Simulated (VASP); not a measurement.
A run of VASP 6.6.1 is set up as follows.

Contents of INCAR:

```
SYSTEM = Bi2Se3
ALGO = Normal
EDIFF = 1E-6
ENCUT = 520
GGA = PE
ISIF = 2
ISMEAR = 0
LASPH = .TRUE.
LCHARG = .FALSE.
LREAL = .FALSE.
LWAVE = .FALSE.
NBANDS = 32
NELM = 60
PREC = Accurate
SIGMA = 0.1
```

KPOINTS

```
k-points
0
G
  4 4 4
  0 0 0
```

POSCAR

```
Bi2Se3
1.0
   -2.8524814000      2.8524814000      4.4617793600
    2.8524814000     -2.8524814000      4.4617793600
    2.8524814000      2.8524814000     -4.4617793600
Bi Se
2 3
Direct
    0.4144850200      0.9144850200      0.5000000000
    0.9144850200      0.4144850200      0.5000000000
    0.6385931700      0.1385931700      0.5000000000
    0.1385931700      0.6385931700      0.5000000000
    0.1349532700      0.1349532700      0.0000000000
```

Potentials or basis: VASP PAW PBE potentials, release 64 (Bi_d, Se).

The run is started by

```console
$ cat potpaw_PBE.64/Bi_d/POTCAR potpaw_PBE.64/Se/POTCAR > POTCAR
$ mpirun -np 1 vasp_std > vasp.out
```

**Question.** Predict the largest force.

**Answer.** 16.195 eV/Å.

**Question.** Estimate the pressure.

**Answer.** 39.9 GPa.

**Question.** Estimate the band gap on the k mesh.

**Answer.** Zero (band 24 reaches 7.14 eV, above the bottom of band 25 at 4.10 eV).

Forces on the atoms (eV/Å):
```
Bi    0.000   0.000 -16.195
Bi    0.000   0.000 -16.195
Se    0.000   0.000  15.751
Se    0.000   0.000  15.751
Se    0.000   0.000   0.887
```

Caveat: the k points lie up to 0.39 Å⁻¹ apart; spin-orbit coupling is left out, which moves the levels of the heavy elements; forces of over 1 eV/Å act on the atoms, so gaps and moduli don't describe the material at rest.
